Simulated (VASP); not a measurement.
# I2 in VASP: single point with PBE

Aim: the single point of I2 with PBE.

All numbers are computed with VASP 6.6.1; they aren't measurements. Logs are shortened: lines on timing, memory, paths and dates and some standing lists are left out, and cuts for length are marked.

### 1 The cell of the first run

The cell holds a molecule in a box, 2 atoms: a = 12.000 Å, b = 12.300 Å, c = 12.600 Å, α = 90.00°, β = 90.00°, γ = 90.00°.

### 2 Single point, PBE

INCAR

```
SYSTEM = I
PREC = Accurate
ENCUT = 520
EDIFF = 1E-6
ISMEAR = -1
SIGMA = 0.01
LREAL = .False.
LASPH = .True.
NELM = 80
ALGO = Normal
ISIF = 2
LWAVE = .False.
LCHARG = .True.
GGA = PE
LELF = .True.
LVHAR = .True.
NBANDS = 14
```

KPOINTS

```
regular mesh
0
Gamma
  1 1 1
  0 0 0
```

POSCAR

```
I
1.0
   12.0000000000      0.0000000000      0.0000000000
    0.0000000000     12.3000000000      0.0000000000
    0.0000000000      0.0000000000     12.6000000000
I
2
Direct
    0.5000000000      0.5000000000      0.3934940515
    0.5000000000      0.5000000000      0.6065059485
```

Potentials or basis: VASP PAW PBE potentials, release 64 (I).

Command:

```bash
cat potpaw_PBE.64/I/POTCAR > POTCAR
mpirun -np 1 vasp_gam > vasp.out
```

OUTCAR:

```text
SYSTEM = I
   PREC = Accurate
   ENCUT = 520
   EDIFF = 1E-6
   ISMEAR = -1
   LREAL = .False.
   LASPH = .True.
   NELM = 80
   ISIF = 2
   GGA = PE

 ion  position               nearest neighbor table
   1  0.500  0.500  0.393-   2 2.68
   2  0.500  0.500  0.607-   1 2.68

  LATTYP: Found a simple orthorhombic cell.
 ALAT       =    12.0000000000
 B/A-ratio  =     1.0250000000
 C/A-ratio  =     1.0500000000

  Lattice vectors:

 A1 = (  12.0000000000,   0.0000000000,   0.0000000000)
 A2 = (   0.0000000000,  12.3000000000,   0.0000000000)
 A3 = (   0.0000000000,   0.0000000000,  12.6000000000)

Analysis of symmetry for initial positions (statically):
=====================================================================
 Subroutine PRICEL returns:
 Original cell was already a primitive cell.

 Routine SETGRP: Setting up the symmetry group for a
 simple orthorhombic supercell.

 Subroutine GETGRP returns: Found  8 space group operations
 (whereof  8 operations were pure point group operations)
 out of a pool of  8 trial point group operations.

The static configuration has the point symmetry D_2h.

Analysis of symmetry for dynamics (positions and initial velocities):
=====================================================================
 Subroutine PRICEL returns:
 Original cell was already a primitive cell.

 Routine SETGRP: Setting up the symmetry group for a
 simple orthorhombic supercell.

 Subroutine GETGRP returns: Found  8 space group operations
 (whereof  8 operations were pure point group operations)
 out of a pool of  8 trial point group operations.

The dynamic configuration has the point symmetry D_2h.

 Subroutine INISYM returns: Found  8 space group operations
 (whereof  8 operations are pure point group operations),
 and found     1 'primitive' translations

----------------------------------------------------------------------------------------

                                     Primitive cell

  volume of cell :    1859.7600

  direct lattice vectors                    reciprocal lattice vectors
    12.000000000  0.000000000  0.000000000     0.083333333  0.000000000  0.000000000
     0.000000000 12.300000000  0.000000000     0.000000000  0.081300813  0.000000000
     0.000000000  0.000000000 12.600000000     0.000000000  0.000000000  0.079365079

  length of vectors
    12.000000000 12.300000000 12.600000000     0.083333333  0.081300813  0.079365079

  position of ions in fractional coordinates (direct lattice)
     0.500000000  0.500000000  0.393494051
     0.500000000  0.500000000  0.606505949

  ion indices of the primitive-cell ions
   primitive index   ion index
                 1           1
                 2           2

----------------------------------------------------------------------------------------

 KPOINTS: regular mesh

Automatic generation of k-mesh.
 Grid dimensions read from file:
 generate k-points for:    1    1    1

 Generating k-lattice:

  Cartesian coordinates                     Fractional coordinates (reciprocal lattice)
     0.083333333  0.000000000  0.000000000     1.000000000  0.000000000  0.000000000
     0.000000000  0.081300813  0.000000000     0.000000000  1.000000000  0.000000000
     0.000000000  0.000000000  0.079365079     0.000000000  0.000000000  1.000000000

  Length of vectors
     0.083333333  0.081300813  0.079365079

  Shift w.r.t. Gamma in fractional coordinates (k-lattice)
     0.000000000  0.000000000  0.000000000

 Subroutine IBZKPT returns following result:
 ===========================================

 Found      1 irreducible k-points:

 Following reciprocal coordinates:
            Coordinates               Weight
  0.000000  0.000000  0.000000      1.000000
   k-points           NKPTS =      1   k-points in BZ     NKDIM =      1   number of bands    NBANDS=     14
   number of dos      NEDOS =    301   number of ions     NIONS =      2
   total plane-waves  NPLWV = 829440
   dimension x,y,z NGX =    90 NGY =   96 NGZ =   96
   dimension x,y,z NGXF=   180 NGYF=  192 NGZF=  192
   ions per type =               2
   NGX,Y,Z   is equivalent  to a cutoff of  12.47, 12.98, 12.67 a.u.
   NGXF,Y,Z  is equivalent  to a cutoff of  24.94, 25.95, 25.33 a.u.
 SYSTEM =  I
   PREC   = accura    normal or accurate (medium, high low for compatibility)
   ISTART =      0    job   : 0-new  1-cont  2-samecut
   ICHARG =      2    charge: 1-file 2-atom 10-const
   ISPIN  =      1    spin polarized calculation?
   LNONCOLLINEAR =      F non collinear calculations
   LSORBIT =      F    spin-orbit coupling
   LASPH  =      T    aspherical Exc in radial PAW
   ENCUT  =  520.0 eV  38.22 Ry    6.18 a.u.  22.31 22.87 23.43*2*pi/ulx,y,z
   NELM   =     80;   NELMIN=  2; NELMDL= -5     # of ELM steps
   EDIFF  = 0.1E-05   stopping-criterion for ELM
   LREAL  =      F    real-space projection
   EDIFFG = 0.1E-04   stopping-criterion for IOM
   NSW    =      0    number of steps for IOM
   IBRION =     -1    ionic relax: 0-MD 1-quasi-New 2-CG
   NFREE  =      0    steps in history (QN), initial steepest desc. (CG)
   ISIF   =      2    stress and relaxation
   ISYM   =      2    0-nonsym 1-usesym 2-fastsym
   POTIM  = 0.5000    time-step for ionic-motion
   TEBEG  =    0.0;   TEEND  =   0.0 temperature during run
   PSTRESS=    0.0 pullay stress
   NELECT =      14.0000    total number of electrons
   NUPDOWN=      -1.0000    fix difference up-down
   EMIN   =  10.00;   EMAX   =-10.00  energy-range for DOS
   EFERMI =   0.00;   METHOD = LEGACY
   ISMEAR =    -1;   SIGMA  =   0.01  broadening in eV -4-tet -1-fermi 0-gaus
   EFERMI_NEDOS =   21; number of points for ismear=-14 and -15
   IALGO  =     38    algorithm
   IMIX   =      4    mixing-type and parameters
     AMIX     =   0.40;   BMIX     =  1.00
     AMIX_MAG =   1.60;   BMIX_MAG =  1.00
  volume/ion in A,a.u.               =     929.88      6275.14
  Fermi-wavevector in a.u.,A,eV,Ry     =   0.320847  0.606314  1.400625  0.102943
  Thomas-Fermi vector in A             =   1.207823
   LORBIT       =      0    0 simple, 1 ext, 2 COOP (PROOUT), +10 PAW based schemes
   GGA     = PE    functional components
   LHFCALC =     F    Hartree Fock is set to
   AEXX    =    0.0000 exact exchange contribution
   IVDW    =     0    specifies the selected vdW correction
   LEPSILON=     F    determine dielectric tensor
   LRPA    =     F    only Hartree local field effects (RPA)
 non-spin polarized calculation
  energy-cutoff  :      520.00
  volume of cell :     1859.76
 maximum number of plane-waves:     25042
 NGX is ok and might be reduce to    90
   NGX = 45   NGY = 45   NGZ = 47

 number of electron      14.0000003 magnetization

 Free energy of the ion-electron system (eV)
  ---------------------------------------------------
  ext. energy  EPLUGINS =         0.00000000
  ---------------------------------------------------
  free energy    TOTEN  =        -2.67093982 eV

  energy without entropy =       -2.67093982  energy(sigma->0) =       -2.67093982

 E-fermi :  -5.6121     XC(G=0):  -0.7866

 val. band max:       -5.9030407874   @ k =   0.0000   0.0000   0.0000
 cond. band min:      -4.0832713864   @ k =   0.0000   0.0000   0.0000
 fundamental gap:      1.8197694010
 Fermi energy:        -5.6120799123

 k-point     1 :       0.0000    0.0000    0.0000
  band No.  band energies     occupation
      1     -18.4634      2.00000
      2     -16.2995      2.00000
      3      -9.2168      2.00000
      4      -7.4885      2.00000
      5      -7.4885      2.00000
      6      -5.9031      2.00000
      7      -5.9030      2.00000
      8      -4.0833      0.00000
      9      -0.3470      0.00000
     10       0.5812      0.00000
     11       0.7053      0.00000
     12       0.8101      0.00000
     13       0.8458      0.00000
     14       0.8586      0.00000

------------------------ aborting loop because EDIFF is reached ----------------------------------------

  FORCE on cell =-STRESS in cart. coord.  units (eV):
  Direction    XX          YY          ZZ          XY          YZ          ZX
  --------------------------------------------------------------------------------------
  -------------------------------------------------------------------------------------
  Total        0.0000057     -0.0003505     -0.0297007     -0.0000000      0.0000000      0.0000000
  in kB        0.0000049     -0.0003019     -0.0255871     -0.0000000      0.0000000      0.0000000
  external PRESSURE =      -0.0086280 kB  Pullay stress =       0.0000000 kB

 VOLUME and BASIS-vectors are now :
 -----------------------------------------------------------------------------
  energy-cutoff  :      520.00
  volume of cell :     1859.76
      direct lattice vectors                 reciprocal lattice vectors
    12.000000000  0.000000000  0.000000000     0.083333333  0.000000000  0.000000000
     0.000000000 12.300000000  0.000000000     0.000000000  0.081300813  0.000000000
     0.000000000  0.000000000 12.600000000     0.000000000  0.000000000  0.079365079

 POSITION                                       TOTAL-FORCE (eV/Angst)
 -----------------------------------------------------------------------------------
      6.00000      6.15000      4.95803         0.000000      0.000000      0.012007
      6.00000      6.15000      7.64197         0.000000      0.000000     -0.012007
 -----------------------------------------------------------------------------------
    total drift:                                0.000000     -0.000000     -0.000000

  FREE ENERGIE OF THE ION-ELECTRON SYSTEM (eV)
  ---------------------------------------------------
  free  energy   TOTEN  =        -2.6709398250 eV

  energy  without entropy=       -2.6709398250  energy(sigma->0) =       -2.67093982
```

Run time: 4.1 min. Hardware: 1 thread of Intel Xeon 8259CL, shared host; peak memory 1.2 GiB.

Results:

```
Free energy                     : -2.6709 eV
Largest force                   : 0.012 eV/Å
Gap between the frontier levels : 1.82 eV
```

Forces on the atoms (eV/Å):
```
I    0.000  0.000  0.012
I    0.000  0.000 -0.012
```

Levels at points of the mesh, in eV from the valence-band top:
| k point | band 5 | band 6 | band 7 | band 8 | band 9 | band 10 |
| --- | --- | --- | --- | --- | --- | --- |
| (0.00, 0.00, 0.00) | -1.59 | 0.00 | 0.00 | 1.82 | 5.56 | 6.48 |

Caveat: spin-orbit coupling is left out, which moves the levels of the heavy elements.
